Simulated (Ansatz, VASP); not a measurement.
Two plane-wave programs on ZnSe

Contents of INCAR:

```
SYSTEM = ZnSe
PREC = Accurate
ENCUT = 520
EDIFF = 1E-6
ISMEAR = -1
SIGMA = 0.02
LREAL = .False.
LASPH = .True.
NELM = 60
ALGO = Normal
ISIF = 2
LWAVE = .False.
LCHARG = .False.
GGA = PE
NBANDS = 26
```

Contents of KPOINTS:

```
Automatic mesh
0
Gamma
  6 6 4
  0 0 0
```

POSCAR

```
ZnSe
1.0
    3.8559794566      0.0000000000      0.0000000000
   -1.9279897283      3.3393761658      0.0000000000
    0.0000000000      0.0000000000      6.2440834332
Zn Se
2 2
Direct
    0.0000000000      0.0000000000      0.0000000000
    0.0000000000      0.0000000000      0.5000000000
    0.3333333333      0.6666666667      0.2500000000
    0.6666666667      0.3333333333      0.7500000000
```

Input for Ansatz:

```yaml
crystal:
  lattice:
    - [3.8559794566, 0.0, 0.0]
    - [-1.9279897283, 3.3393761658, 0.0]
    - [0.0, 0.0, 6.2440834332]
  atoms:
    - { symbol: Zn, position: [0.0, 0.0, 0.0] }
    - { symbol: Zn, position: [0.0, 0.0, 0.5] }
    - { symbol: Se, position: [0.3333333333, 0.6666666667, 0.25] }
    - { symbol: Se, position: [0.6666666667, 0.3333333333, 0.75] }
kpoints:
  mp_grid: { grid: [6, 6, 4] }
hamiltonian:
  xc: pbe
scf:
  occupations: { method: fermi_dirac, width: 0.02 }
  n_extra_bands: 5
output:
  forces: true
  stress: true
  eigenvalues: true
```

Alike in both runs: task single point; functional PBE; k mesh 6 × 6 × 4; occupations fermi-dirac, width 0.02 eV; no spin polarisation.

|  | VASP | Ansatz |
| --- | --- | --- |
| version | VASP 6.6.1 | Ansatz 0.2.0 |
| potentials or method | VASP PAW PBE potentials, release 64 (Zn, Se) | plane waves, PAW |
| plane-wave cutoff (eV) | 520 | 420 |
| valence electrons in the cell | 36 | 56 |

```tsv
	VASP	Ansatz	Ansatz less VASP
pressure (GPa)	-1.8	-1.9	-0.15
traceless stress, the component that is largest in VASP (GPa)	-0.10	-0.09	+0.006
```

VASP's potentials hold 36 valence electrons a cell and Ansatz's 56, so a difference there can come from the potentials and not from the codes.
